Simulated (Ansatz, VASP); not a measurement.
## Sr2SO: VASP beside Ansatz

```
Sr S O
1.0
     4.04324    0.00000    0.00000
     0.00000    4.04324    0.00000
     0.00000    0.00000    5.71800
Sr S O
2 1 1
Cartesian
  2.0216 2.0216 2.8590
  0.0000 0.0000 0.0000
  0.0000 0.0000 2.8590
  2.0216 2.0216 0.0000
```

Alike in both runs: functional LDA; k mesh 5 × 5 × 4; occupations fermi-dirac, width 0.05 eV; no spin polarisation.

|  | VASP | Ansatz |
| --- | --- | --- |
| version | VASP 6.6.1 | Ansatz 0.2.0 |
| potentials or method | VASP PAW LDA potentials, release 64 (Sr_sv, S, O) | Ansatz PAW |
| plane-wave cutoff (eV) | 520 | 420 |
| valence electrons in the cell | 32 | 32 |
| task | single point | band structure |

```tsv
	VASP	Ansatz	Ansatz less VASP
gap on the k mesh at the Fermi level (eV)	2.11	2.14	+0.029
least direct gap on the mesh (eV)	2.11	2.14	+0.029
pressure (GPa)	-4.5	-4.8	-0.26
traceless stress, the component that is largest in VASP (GPa)	0.08	0.08	-0.002
```

LDA's correlation is that of Perdew and Zunger in VASP and of Perdew and Wang (1992) in Ansatz.
